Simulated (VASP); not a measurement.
Crystal: MgO.

```xyz
2
Lattice="0.0000 2.3060 2.3060 2.3060 0.0000 2.3060 2.3060 2.3060 0.0000" Properties=species:S:1:pos:R:3 pbc="T T T"
Mg    0.0000    0.0000    0.0000
O     1.1530    1.1530    1.1530
```

```yaml
Program: VASP 6.6.1
Task: relaxation of cell and atoms
Functional: r2SCAN
Potentials_or_basis: VASP PAW PBE potentials, release 64 (Mg, O)
Cutoff: 600 eV
k_mesh: 8 × 8 × 8
Occupations: fermi-dirac, width 0.02 eV
Spin: no spin polarisation
```

At the start: pressure -4.4 GPa; volume 12.26 Å³/atom.

Question: How do energy, volume and symmetry change on relaxing?

Answer: Over 3 steps the energy falls by 6.4 meV/atom and the volume is 11.81 Å³/atom (-3.7 %); space group F-43m (No. 216, to 0.05 Å).

The path:
```csv
step,energy change (eV),largest force (eV/Å),pressure (GPa),volume (Å³)
1,0.0000,0.0000,-4.44,24.53
2,-0.0114,0.0000,1.65,23.34
3,-0.0129,0.0000,0.02,23.63
```

Final structure:
```cif
data_structure
_symmetry_space_group_name_H-M 'P 1'
_symmetry_Int_Tables_number 1
_cell_length_a 3.2209
_cell_length_b 3.2209
_cell_length_c 3.2209
_cell_angle_alpha 60.000
_cell_angle_beta 60.000
_cell_angle_gamma 60.000
_cell_volume 23.63
loop_
_atom_site_label
_atom_site_type_symbol
_atom_site_fract_x
_atom_site_fract_y
_atom_site_fract_z
_atom_site_occupancy
Mg1 Mg 0.00000 0.00000 0.00000 1
O1 O 0.25000 0.25000 0.25000 1
```

Caveat: the PAW data sets were made with another functional, which shifts forces and pressure a little.
